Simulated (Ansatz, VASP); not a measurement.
# ReSb2: VASP beside Ansatz

INCAR

```
  PREC = Accurate
  ENCUT = 600
  EDIFF = 1E-6
  ISMEAR = 0
  SIGMA = 0.1
  LREAL = F
  LASPH = T
  NELM = 80
  ALGO = Normal
  ISIF = 3
  LWAVE = F
  LCHARG = F
  GGA = PE
  IBRION = 2
  NSW = 90
  EDIFFG = -0.04
```

File KPOINTS:

```
Automatic mesh
0
Gamma
  4 4 4
```

POSCAR

```
ReSb2
1.0
    4.1111188300      0.0000000000      0.0000000000
    0.0000000000      4.1111188300      0.0000000000
    0.0000000000      0.0000000000      5.8140000000
Re Sb
1 2
Direct
    0.0000000000      0.0000000000      0.0000000000
    0.0000000000      0.0000000000      0.5000000000
    0.5000000000      0.5000000000      0.0000000000
```

Input for Ansatz:

```yaml
crystal:
  lattice:
    - [4.11111883, 0.0, 0.0]
    - [0.0, 4.11111883, 0.0]
    - [0.0, 0.0, 5.814]
  atoms:
    - { symbol: Re, position: [0.0, 0.0, 0.0] }
    - { symbol: Sb, position: [0.0, 0.0, 0.5] }
    - { symbol: Sb, position: [0.5, 0.5, 0.0] }
basis:
  ecutwfc: 420
kpoints:
  mp_grid: { grid: [4, 4, 4] }
hamiltonian:
  xc: pbe
scf:
  occupations: { method: gaussian, width: 0.1 }
  lower_state_search: "off"
output:
  forces: true
  stress: true
  eigenvalues: true
relax:
  adjacent_minimum: "off"
  f_tol: 0.04
  max_steps: 70
  cell: { stress_tol: 0.4 }
```

Change from the starting cell: ordered vacancies on the cation sites of rock salt (P4/mmm, No. 123).

Alike in both runs: task relaxation of cell and atoms; functional PBE; k mesh 4 × 4 × 4; occupations gaussian, width 0.1 eV; no spin polarisation.

|  | VASP | Ansatz |
| --- | --- | --- |
| version | VASP 6.6.1 | Ansatz 0.2.0 |
| potentials or method | VASP PAW PBE potentials, release 64 (Re, Sb), cutoff 600 eV | scalar-relativistic, plane waves, PAW |
| valence electrons in the cell | 17 | 45 |

|  | VASP | Ansatz | Ansatz less VASP |
| --- | --- | --- | --- |
| gap on the k mesh at the Fermi level, each at its own relaxed structure (eV) | none | none | - |
| relaxed volume (Å³/atom) | 25.59 | 25.64 | +0.046 |
| relaxed cell length with the largest relative difference (Å) | 5.249 | 5.256 | +0.0074 |

A gap of «none» marks a metal or a gap that the smearing closes. VASP's potentials hold 17 valence electrons a cell and Ansatz's 45, so a difference there can come from the potentials and not from the codes.

The k mesh is coarse, so the values compare programs but aren't converged. Spin-orbit coupling is off throughout. Noted on VASP's run: the volume moved by over 15 % at a fixed basis, so the end points are rough.
